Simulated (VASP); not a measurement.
Runs of VASP 6.6.1 on Te. The structure is that of space group Pm-3n (No. 223), or close to it. The cells are those of the table. 

```tsv
task	cell	k mesh	cutoff (eV)	gap on the mesh (eV)	pressure (GPa)
single point	a = 6.152 Å, 8 atoms	4 × 4 × 4	520	none	0.0
relaxation of cell and atoms	relaxed from a = 6.467 Å, 8 atoms	4 × 4 × 4	600	-	0.0
single point	a = 6.467 Å, 8 atoms	4 × 4 × 4	520	none	-5.3
single point	a = 6.140 Å, 8 atoms	6 × 6 × 6	520	none	(a)
```

Alike in all rows: level PBE; potentials or basis VASP PAW PBE potentials, release 64 (Te); no spin polarisation; smearing gaussian 0.1 eV.

Estimate the missing entries.

(a) -0.1.

Caveats: spin-orbit coupling is left out, which moves the levels of the heavy elements; the bands computed are all filled at some k points, so no gap is given (some runs).

A k mesh can miss the band edges, and the runs leave out spin-orbit coupling on Te.

A gap of «none» marks levels without a gap at the run's occupations.
